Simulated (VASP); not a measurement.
# Pt (P6_3/mmc) in VASP: vibrations by perturbation theory with LDA

Aim: the vibrations by perturbation theory of Pt with LDA.

Program: VASP 6.6.1. These are calculated values, not measurements. Logs are shortened: lines on timing, memory, paths and dates and some standing lists are left out, and cuts for length are marked.

### 1 The cell of the first run

Symmetry: P6_3/mmc, No. 194, hexagonal system. The conventional cell has a = 2.761 Å, b = 2.761 Å, c = 4.792 Å, α = 90.00°, β = 90.00°, γ = 120.00°. Pt (site symmetry -6m2) has 12 Pt at 2.76 to 2.88 Å within 3.6 Å.

### 2 Vibrations by perturbation theory, LDA

INCAR

```
SYSTEM = Pt
PREC = Accurate
ENCUT = 520
EDIFF = 1E-8
ISMEAR = -1
SIGMA = 0.1
LREAL = .FALSE.
LASPH = .TRUE.
NELM = 80
ALGO = Normal
ISIF = 2
LWAVE = .FALSE.
LCHARG = .FALSE.
NBANDS = 17
IBRION = 8
NSW = 1
```

KPOINTS

```
regular mesh
0
G
  12 12 6
  0 0 0
```

POSCAR

```
Pt
1.0
    2.7606660000      0.0000000000      0.0000000000
   -1.3803330000      2.3908070000      0.0000000000
    0.0000000000      0.0000000000      4.7921340000
Pt
2
Direct
    0.6666666667      0.3333333333      0.7500000000
    0.3333333333      0.6666666667      0.2500000000
```

Potentials or basis: VASP PAW LDA potentials, release 64 (Pt).

Launch:

```console
$ cat potpaw_LDA.64/Pt/POTCAR > POTCAR
$ mpirun -np 1 vasp_std > vasp.out
```

OUTCAR:

```text
SYSTEM = Pt
   PREC = Accurate
   ENCUT = 520
   EDIFF = 1E-8
   ISMEAR = -1
   LREAL = .FALSE.
   LASPH = .TRUE.
   NELM = 80
   ISIF = 2
   IBRION = 8
   NSW = 1

 ion  position               nearest neighbor table
   1  0.667  0.333  0.750-   2 2.88   2 2.88   2 2.88   2 2.88   2 2.88   2 2.88
   2  0.333  0.667  0.250-   1 2.88   1 2.88   1 2.88   1 2.88   1 2.88   1 2.88

  LATTYP: Found a hexagonal cell.
 ALAT       =     2.7606660000
 C/A-ratio  =     1.7358615638

  Lattice vectors:

 A1 = (   2.7606660000,   0.0000000000,   0.0000000000)
 A2 = (  -1.3803330000,   2.3908070000,   0.0000000000)
 A3 = (   0.0000000000,   0.0000000000,   4.7921340000)

Analysis of symmetry for initial positions (statically):
=====================================================================
 Subroutine PRICEL returns:
 Original cell was already a primitive cell.

 Routine SETGRP: Setting up the symmetry group for a
 hexagonal supercell.

 Subroutine GETGRP returns: Found 24 space group operations
 (whereof 12 operations were pure point group operations)
 out of a pool of 24 trial point group operations.

The static configuration has the point symmetry D_3d.
 The point group associated with its full space group is D_6h.

Analysis of symmetry for dynamics (positions and initial velocities):
=====================================================================
 Subroutine PRICEL returns:
 Original cell was already a primitive cell.

 Routine SETGRP: Setting up the symmetry group for a
 hexagonal supercell.

 Subroutine GETGRP returns: Found 24 space group operations
 (whereof 12 operations were pure point group operations)
 out of a pool of 24 trial point group operations.

The dynamic configuration has the point symmetry D_3d.
 The point group associated with its full space group is D_6h.

 Subroutine INISYM returns: Found 24 space group operations
 (whereof 12 operations are pure point group operations),
[... 643 lines left out ...]
  external PRESSURE =    -148.6425822 kB  Pullay stress =       0.0000000 kB

 VOLUME and BASIS-vectors are now :
 -----------------------------------------------------------------------------
  energy-cutoff  :      520.00
  volume of cell :       31.63
      direct lattice vectors                 reciprocal lattice vectors
     2.760666000  0.000000000  0.000000000     0.362231433  0.209134405  0.000000000
    -1.380333000  2.390807000  0.000000000     0.000000000  0.418268810  0.000000000
     0.000000000  0.000000000  4.792134000     0.000000000  0.000000000  0.208675300

 POSITION                                       TOTAL-FORCE (eV/Angst)
 -----------------------------------------------------------------------------------
      1.38033      0.79694      3.59410        -0.000000      0.000000      0.000000
     -0.00000      1.59387      1.19803         0.000000     -0.000000      0.000000
 -----------------------------------------------------------------------------------
    total drift:                               -0.000000      0.000000     -0.000000

  FREE ENERGIE OF THE ION-ELECTRON SYSTEM (eV)
  ---------------------------------------------------
  free  energy   TOTEN  =       -14.8489022499 eV

  energy  without entropy=      -14.7270425936  energy(sigma->0) =      -14.78797242

[... ionic steps 2 to 3 ...]

--------------------------------------- Ionic step        4  -------------------------------------------

------------------------ aborting loop because EDIFF is reached ----------------------------------------

[... ionic steps 5 to 5 ...]

--------------------------------------- Ionic step        6  -------------------------------------------

 Free energy of the ion-electron system (eV)
  ---------------------------------------------------
  ---------------------------------------------------
  free energy    TOTEN  =        -0.28320393 eV

  energy without entropy =       -0.28320393

------------------------ aborting loop because EDIFF is reached ----------------------------------------

 INTERNAL STRAIN TENSOR  FOR ION    1  DIRECTION 3   (eV/Angst):
 -----------------------------------------------------------------------------
     0.06739  0.00000  0.00000
     0.00000  0.06739 -0.00000
     0.00000  0.00000 -0.13133

 INTERNAL STRAIN TENSOR FOR ION    2 for displacements in x,y,z  (eV/Angst):
          X           Y           Z          XY          YZ          ZX
  --------------------------------------------------------------------------------
  x     0.00000    -0.00000     0.00000     0.09834     0.00000     0.00000
  y     0.09834    -0.09834     0.00000    -0.00000     0.00000     0.00000
  z     0.00000    -0.00000     0.00000     0.00000    -0.00000     0.00000

 SECOND DERIVATIVES (NOT SYMMETRIZED)
 ------------------------------------
               1X          1Y          1Z          2X          2Y          2Z
  1X     0.200985    0.000000    0.000000   -0.200985    0.000000    0.000000
  1Y     0.000000    0.200985    0.000000    0.000000   -0.200985    0.000000
  1Z    -0.000000   -0.000000   -7.923713    0.000000    0.000000    7.923713
  2X    -0.200985    0.000000    0.000000    0.200985    0.000000    0.000000
  2Y     0.000000   -0.200985    0.000000    0.000000    0.200985    0.000000
  2Z     0.000000    0.000000    7.923713   -0.000000   -0.000000   -7.923713

 Eigenvectors and eigenvalues of the dynamical matrix
 ----------------------------------------------------

   1 f  =    4.455780 THz    27.996491 2PiTHz  148.628819 cm-1    18.427617 meV
             X         Y         Z           dx          dy          dz
      1.380333  0.796936  3.594100     0.000000    0.000000    0.707107
     -0.000000  1.593871  1.198033    -0.000000    0.000000   -0.707107
[... 21 lines left out ...]
   6 f/i=    0.709646 THz     4.458836 2PiTHz   23.671236 cm-1     2.934858 meV
             X         Y         Z           dx          dy          dz
      1.380333  0.796936  3.594100     0.000000    0.707107    0.000000
     -0.000000  1.593871  1.198033    -0.000000   -0.707107    0.000000

--------------------------------------------------------------------------------------------------------

 ELASTIC MODULI CONTR FROM IONIC RELAXATION (kBar)
 Direction    XX          YY          ZZ          XY          YZ          ZX
 --------------------------------------------------------------------------------
 XX          -0.0000      0.0000     -0.0000     -0.0000      0.0000      0.0000
 YY           0.0000     -0.0000      0.0000      0.0000     -0.0000      0.0000
 ZZ          -0.0000      0.0000     -0.0000     -0.0000      0.0000      0.0000
 XY          -0.0000      0.0000     -0.0000     -0.0000      0.0000      0.0000
 YZ           0.0000     -0.0000      0.0000      0.0000     -0.0000      0.0000
 ZX           0.0000      0.0000      0.0000      0.0000      0.0000      0.0000
 --------------------------------------------------------------------------------
```

It took 3.8 min on 1 thread of AMD EPYC 7R13 (Zen 3), shared host; peak memory 0.36 GiB.

Results:

```
Highest phonon frequency at Γ : 149 cm⁻¹
Most unstable mode            : 24i cm⁻¹
```

Phonon frequencies in cm⁻¹ (negative: imaginary):
| q point | frequencies |
| --- | --- |
| (0.000, 0.000, 0.000) | -24 -24 0 0 0 149 |

Caveat: the cell wasn't relaxed at this level first, which shifts response properties; some modes are imaginary; spin-orbit coupling is left out, which moves the levels of the heavy elements.
